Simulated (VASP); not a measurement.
Pb2O: single point with PBEsol

Pb2O:

```
Pb O
1.0
     5.21350    0.00000    0.00000
     0.00000    5.21350    0.00000
     0.00000    0.00000    5.21350
Pb O
4 2
Direct
  0.25000 0.25000 0.25000
  0.75000 0.75000 0.25000
  0.25000 0.75000 0.75000
  0.75000 0.25000 0.75000
  0.00000 0.00000 0.00000
  0.50000 0.50000 0.50000
```

| Item | Value |
| --- | --- |
| Program | VASP 6.6.1 |
| Task | single point |
| Functional | PBEsol |
| Potentials or basis | VASP PAW PBE potentials, release 64 (Pb_d, O) |
| Cutoff | 520 eV |
| k mesh | 8 × 8 × 8 |
| Occupations | gaussian, width 0.1 eV |
| Spin | no spin polarisation |

```yaml
Pressure: 6.3 GPa
Band_gap_on_the_k_mesh: zero (bands 34 and 35 overlap by 0.88 eV)
```

Levels at points of the mesh, in eV from the Fermi level:
```
           k point  band 32  band 33  band 34  band 35  band 36  band 37
(0.00, 0.00, 0.00)    -0.30    -0.30    -0.30     2.31     2.31     2.31
(0.50, 0.00, 0.00)    -0.82    -0.67    -0.67     1.29     1.29     2.08
(0.50, 0.50, 0.00)    -1.10    -0.13    -0.13     1.75     1.75     2.12
(0.50, 0.50, 0.50)    -0.98    -0.74    -0.74    -0.74     1.43     5.11
```

Wall time 6.5 min on 1 thread of Intel Xeon 8259CL (shared host), peak memory 0.34 GiB.

Caveat: the cell stands under pressure; the PAW data sets were made with another functional, which shifts forces and pressure a little; spin-orbit coupling is left out, which moves the levels of the heavy elements.
